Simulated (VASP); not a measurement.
Input of a VASP 6.6.1 run:

The input INCAR:

```
PREC     = Accurate       # precision mode
ENCUT    = 600            # plane-wave cutoff, eV
EDIFF    = 1E-6           # SCF threshold, eV
ISMEAR   = 0              # smearing method
SIGMA    = 0.1            # smearing width, eV
LREAL    = False          # projectors in reciprocal space
LASPH    = True           # aspherical terms in the spheres
NELM     = 100            # most SCF steps
ALGO     = Normal         # electronic algorithm
ISIF     = 3              # what is computed and relaxed
LWAVE    = False          # write WAVECAR
LCHARG   = False          # write CHGCAR
GGA      = PE             # functional
IBRION   = 2              # ionic algorithm
NSW      = 90             # ionic steps
EDIFFG   = -0.04          # ionic threshold
```

KPOINTS

```
regular mesh
0
Gamma
  4 4 4
```

File POSCAR:

```
La4TaO
1.0
    0.0000000000      4.0695045300      4.0695045300
    4.0695045300      0.0000000000      4.0695045300
    4.0695045300      4.0695045300      0.0000000000
La Ta O
4 1 1
Direct
    0.3753429500      0.3753429500      0.8739711600
    0.8739711600      0.3753429500      0.3753429500
    0.3753429500      0.8739711600      0.3753429500
    0.3753429500      0.3753429500      0.3753429500
    0.7500000000      0.7500000000      0.7500000000
    0.0000000000      0.0000000000      0.0000000000
```

Potentials or basis: VASP PAW PBE potentials, release 64 (La, Ta_pv, O).

The run is started by

```sh
$ cat potpaw_PBE.64/La/POTCAR potpaw_PBE.64/Ta_pv/POTCAR potpaw_PBE.64/O/POTCAR > POTCAR
$ mpirun -np 1 vasp_std > vasp.out
```

Task: Predict the relaxed volume.

Result: 28.31 Å³/atom.

Task: What does it give for the relaxed cell?

Result: a = 6.217 Å, b = 6.217 Å, c = 6.217 Å, α = 60.00°, β = 60.00°, γ = 60.00°.

Forces in eV/Å, atoms in the order of the input:
```
La  -0.002 -0.002  0.002
La   0.002 -0.002 -0.002
La  -0.002  0.002 -0.002
La   0.002  0.002  0.002
Ta   0.000  0.000  0.000
O    0.000  0.000  0.000
```

Caveat: the volume moved by over 15 % at a fixed basis, so the end points are rough; an odd number of electrons without spin polarisation forces a metal; a magnetic or distorted state may lie lower.
